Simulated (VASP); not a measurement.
# Lu2SiF2 (P-3m1) in VASP: notebook

Lu2SiF2 is run at these levels: PBE; tasks: single point, relaxation of cell and atoms.

Program: VASP 6.6.1. These are calculated values, not measurements. Logs are shortened: lines on timing, memory, paths and dates and some standing lists are left out, and cuts for length are marked.

## (1) The cell of the first run

It takes space group P-3m1 (No. 164, trigonal). Conventional cell: a = 3.890 Å, b = 3.890 Å, c = 6.394 Å, α = 90.00°, β = 90.00°, γ = 120.00°. Within 3.3 Å of Lu (site symmetry 3m) lie 4 F at 2.36 to 2.50 Å and 3 Lu at 2.86 Å and 3 Si at 3.22 Å. Within 3.6 Å of Si (site symmetry -3m) lie 6 F at 2.75 Å and 6 Lu at 3.22 Å. Within 3.1 Å of F (site symmetry 3m) lie 4 Lu at 2.36 to 2.50 Å and 3 Si at 2.75 Å.

The cell was built from a structure type or drawn by symmetry, and may not be a known phase.

## (2) Single point, PBE

The input, INCAR:

```
  PREC = Accurate
  ENCUT = 520
  EDIFF = 1E-7
  ISMEAR = 0
  SIGMA = 0.1
  LREAL = F
  LASPH = T
  NELM = 60
  ALGO = Normal
  ISIF = 2
  LWAVE = F
  LCHARG = F
  GGA = PE
  NBANDS = 42
```

The input, KPOINTS:

```
regular mesh
0
Gamma
  6 6 4
```

The input, POSCAR:

```
Lu2SiF2
1.0
    3.8903872300      0.0000000000      0.0000000000
   -1.9451936100      3.3691741700      0.0000000000
    0.0000000000      0.0000000000      6.3940964800
Lu Si F
2 1 2
Direct
    0.6666666700      0.3333333300      0.3615911900
    0.3333333300      0.6666666700      0.6384088100
    0.0000000000      0.0000000000      0.0000000000
    0.6666666700      0.3333333300      0.7529723600
    0.3333333300      0.6666666700      0.2470276400
```

Potentials or basis: VASP PAW PBE potentials, release 64 (Lu, Si, F).

Run with:

```bash
> cat potpaw_PBE.64/Lu/POTCAR potpaw_PBE.64/Si/POTCAR potpaw_PBE.64/F/POTCAR > POTCAR
> mpirun -np 1 vasp_std > vasp.out
```

OUTCAR:

```text
PREC = Accurate
   ENCUT = 520
   EDIFF = 1E-7
   ISMEAR = 0
   LREAL = F
   LASPH = T
   NELM = 60
   ISIF = 2
   GGA = PE

 ion  position               nearest neighbor table
   1  0.667  0.333  0.362-   5 2.36   5 2.36   5 2.36   4 2.50   2 2.86   2 2.86   2 2.86   3 3.22
                             3 3.22   3 3.22
   2  0.333  0.667  0.638-   4 2.36   4 2.36   4 2.36   5 2.50   1 2.86   1 2.86   1 2.86   3 3.22
                             3 3.22   3 3.22
   3  0.000  0.000  0.000-   1 3.22   2 3.22   2 3.22   1 3.22   1 3.22   2 3.22
   4  0.667  0.333  0.753-   2 2.36   2 2.36   2 2.36   1 2.50
   5  0.333  0.667  0.247-   1 2.36   1 2.36   1 2.36   2 2.50

  LATTYP: Found a hexagonal cell.
 ALAT       =     3.8903872300
 C/A-ratio  =     1.6435629931

  Lattice vectors:

 A1 = (   3.8903872300,   0.0000000000,   0.0000000000)
 A2 = (  -1.9451936100,   3.3691741700,   0.0000000000)
 A3 = (   0.0000000000,   0.0000000000,   6.3940964800)

Analysis of symmetry for initial positions (statically):
=====================================================================
 Subroutine PRICEL returns:
 Original cell was already a primitive cell.

 Routine SETGRP: Setting up the symmetry group for a
 hexagonal supercell.

 Subroutine GETGRP returns: Found 12 space group operations
 (whereof 12 operations were pure point group operations)
 out of a pool of 24 trial point group operations.

The static configuration has the point symmetry D_3d.

Analysis of symmetry for dynamics (positions and initial velocities):
=====================================================================
 Subroutine PRICEL returns:
 Original cell was already a primitive cell.

 Routine SETGRP: Setting up the symmetry group for a
 hexagonal supercell.

 Subroutine GETGRP returns: Found 12 space group operations
 (whereof 12 operations were pure point group operations)
 out of a pool of 24 trial point group operations.

The dynamic configuration has the point symmetry D_3d.

 Subroutine INISYM returns: Found 12 space group operations
 (whereof 12 operations are pure point group operations),
 and found     1 'primitive' translations

----------------------------------------------------------------------------------------

                                     Primitive cell
[... 94 lines left out ...]
   ENCUT  =  520.0 eV  38.22 Ry    6.18 a.u.   7.23  7.23 11.89*2*pi/ulx,y,z
   NELM   =     60;   NELMIN=  2; NELMDL= -5     # of ELM steps
   EDIFF  = 0.1E-06   stopping-criterion for ELM
   LREAL  =      F    real-space projection
   EDIFFG = 0.1E-05   stopping-criterion for IOM
   NSW    =      0    number of steps for IOM
   IBRION =     -1    ionic relax: 0-MD 1-quasi-New 2-CG
   NFREE  =      0    steps in history (QN), initial steepest desc. (CG)
   ISIF   =      2    stress and relaxation
   ISYM   =      2    0-nonsym 1-usesym 2-fastsym
   POTIM  = 0.5000    time-step for ionic-motion
   TEBEG  =    0.0;   TEEND  =   0.0 temperature during run
   PSTRESS=    0.0 pullay stress
   NELECT =      68.0000    total number of electrons
   NUPDOWN=      -1.0000    fix difference up-down
   EMIN   =  10.00;   EMAX   =-10.00  energy-range for DOS
   EFERMI =   0.00;   METHOD = LEGACY
   ISMEAR =     0;   SIGMA  =   0.10  broadening in eV -4-tet -1-fermi 0-gaus
   EFERMI_NEDOS =   21; number of points for ismear=-14 and -15
   IALGO  =     38    algorithm
   IMIX   =      4    mixing-type and parameters
     AMIX     =   0.40;   BMIX     =  1.00
     AMIX_MAG =   1.60;   BMIX_MAG =  1.00
  volume/ion in A,a.u.               =      16.76       113.12
  Fermi-wavevector in a.u.,A,eV,Ry     =   1.526907  2.885436 31.721243  2.331446
  Thomas-Fermi vector in A             =   2.634876
   LORBIT       =      0    0 simple, 1 ext, 2 COOP (PROOUT), +10 PAW based schemes
   GGA     = PE    functional components
   LHFCALC =     F    Hartree Fock is set to
   AEXX    =    0.0000 exact exchange contribution
   IVDW    =     0    specifies the selected vdW correction
   LEPSILON=     F    determine dielectric tensor
   LRPA    =     F    only Hartree local field effects (RPA)
 non-spin polarized calculation
 Gauss-broadening in eV      SIGMA  =   0.10
  energy-cutoff  :      520.00
  volume of cell :       83.81
 maximum number of plane-waves:      2270
 NGX is ok and might be reduce to    30
   NGX = 15   NGY = 15   NGZ = 23

 number of electron      67.9999969 magnetization

 Free energy of the ion-electron system (eV)
  ---------------------------------------------------
  ext. energy  EPLUGINS =         0.00000000
  ---------------------------------------------------
  free energy    TOTEN  =       -22.50382406 eV

  energy without entropy =      -22.48566267  energy(sigma->0) =      -22.49474337

 E-fermi :   4.3684     XC(G=0): -11.0680

 val. band max:        4.3625906377   @ k =   0.0000   0.1667   0.2500
 cond. band min:       4.3697801441   @ k =   0.0000   0.3333   0.2500
 fundamental gap:      0.0071895065
 Fermi energy:         4.3683985202

 k-point     1 :       0.0000    0.0000    0.0000
  band No.  band energies     occupation
      1     -52.5771      2.00000
      2     -52.4124      2.00000
      3     -23.6095      2.00000
      4     -23.4171      2.00000
      5     -23.4171      2.00000
      6     -23.2876      2.00000
[... 1069 lines left out ...]
     41       8.1691      0.00000
     42       9.3704      0.00000

------------------------ aborting loop because EDIFF is reached ----------------------------------------

  FORCE on cell =-STRESS in cart. coord.  units (eV):
  Direction    XX          YY          ZZ          XY          YZ          ZX
  --------------------------------------------------------------------------------------
  -------------------------------------------------------------------------------------
  Total        4.0305294      4.0305294      4.2038980      0.0000000      0.0000000      0.0000000
  in kB       77.0508073     77.0508072     80.3650600      0.0000001      0.0000000      0.0000000
  external PRESSURE =      78.1555582 kB  Pullay stress =       0.0000000 kB

 VOLUME and BASIS-vectors are now :
 -----------------------------------------------------------------------------
  energy-cutoff  :      520.00
  volume of cell :       83.81
      direct lattice vectors                 reciprocal lattice vectors
     3.890387230  0.000000000  0.000000000     0.257043821  0.148404319  0.000000000
    -1.945193610  3.369174170  0.000000000     0.000000000  0.296808639  0.000000000
     0.000000000  0.000000000  6.394096480     0.000000000  0.000000000  0.156394262

 POSITION                                       TOTAL-FORCE (eV/Angst)
 -----------------------------------------------------------------------------------
      1.94519      1.12306      2.31205         0.000000      0.000000     -5.116431
     -0.00000      2.24612      4.08205         0.000000     -0.000000      5.116431
      0.00000      0.00000      0.00000         0.000000      0.000000      0.000000
      1.94519      1.12306      4.81458         0.000000     -0.000000     -2.413361
     -0.00000      2.24612      1.57952        -0.000000      0.000000      2.413361
 -----------------------------------------------------------------------------------
    total drift:                               -0.000000      0.000000     -0.000000

  FREE ENERGIE OF THE ION-ELECTRON SYSTEM (eV)
  ---------------------------------------------------
  free  energy   TOTEN  =       -22.5038240635 eV

  energy  without entropy=      -22.4856626724  energy(sigma->0) =      -22.49474337
```

OSZICAR:

```text
N       E                     dE             d eps       ncg     rms          rms(c)
DAV:   1     0.573874351996E+03    0.57387E+03   -0.27289E+04  3066   0.524E+03
DAV:   2     0.688461593534E+02   -0.50503E+03   -0.48095E+03  2480   0.750E+02
DAV:   3    -0.152188402460E+02   -0.84065E+02   -0.82216E+02  2354   0.186E+02
DAV:   4    -0.232463208752E+02   -0.80275E+01   -0.78726E+01  3148   0.508E+01
DAV:   5    -0.237436421644E+02   -0.49732E+00   -0.49608E+00  3128   0.105E+01    0.995E+00
DAV:   6    -0.225384128219E+02    0.12052E+01   -0.54859E+00  3696   0.269E+01    0.485E+00
DAV:   7    -0.225256090816E+02    0.12804E-01   -0.11692E+00  2928   0.107E+01    0.263E+00
DAV:   8    -0.225095403953E+02    0.16069E-01   -0.27025E-01  2886   0.327E+00    0.872E-01
DAV:   9    -0.225032894390E+02    0.62510E-02   -0.35569E-02  3400   0.142E+00    0.208E-01
DAV:  10    -0.225036916755E+02   -0.40224E-03   -0.89158E-03  2814   0.689E-01    0.149E-01
DAV:  11    -0.225037790966E+02   -0.87421E-04   -0.15794E-03  3040   0.406E-01    0.499E-02
DAV:  12    -0.225038235904E+02   -0.44494E-04   -0.25639E-04  2944   0.139E-01    0.108E-02
DAV:  13    -0.225038240060E+02   -0.41557E-06   -0.21509E-05  2656   0.461E-02    0.375E-03
DAV:  14    -0.225038240899E+02   -0.83888E-07   -0.23164E-06  2878   0.103E-02    0.142E-03
DAV:  15    -0.225038240635E+02    0.26357E-07   -0.13713E-07  1792   0.648E-03
   1 F= -.22503824E+02 E0= -.22494743E+02  d E =-.181614E-01
```

stdout:

```text
POSCAR found type information on POSCAR LuSiF
 POSCAR found :  3 types and       5 ions
 scaLAPACK will be used
 LDA part: xc-table for (Slater+PW92), standard interpolation
 POSCAR, INCAR and KPOINTS ok, starting setup
 FFT: planning ... GRIDC
 FFT: planning ... GRID_SOFT
 FFT: planning ... GRID
 WAVECAR not read
 entering main loop
```

Run time: 71 s. Hardware: 1 thread of Intel Xeon Platinum 8488C (Sapphire Rapids), shared host; peak memory 0.24 GiB.

Results:

- Free energy: -22.5038 eV
- Pressure: 7.8 GPa
- Largest force: 5.116 eV/Å
- Band gap on the k mesh: zero (bands 34 and 35 overlap by 0.80 eV)

Forces in eV/Å, atoms in the order of the input:
```
Lu   0.000  0.000 -5.116
Lu   0.000  0.000  5.116
Si   0.000  0.000  0.000
F    0.000  0.000 -2.413
F    0.000  0.000  2.413
```

Stress tensor (GPa, compression positive):
```
7.71 0.00 0.00
0.00 7.71 0.00
0.00 0.00 8.04
```

Caveat: the cell stands under pressure; spin-orbit coupling is left out, which moves the levels of the heavy elements; forces of over 1 eV/Å act on the atoms, so gaps and moduli don't describe the material at rest.

[end of part 1 of 2]
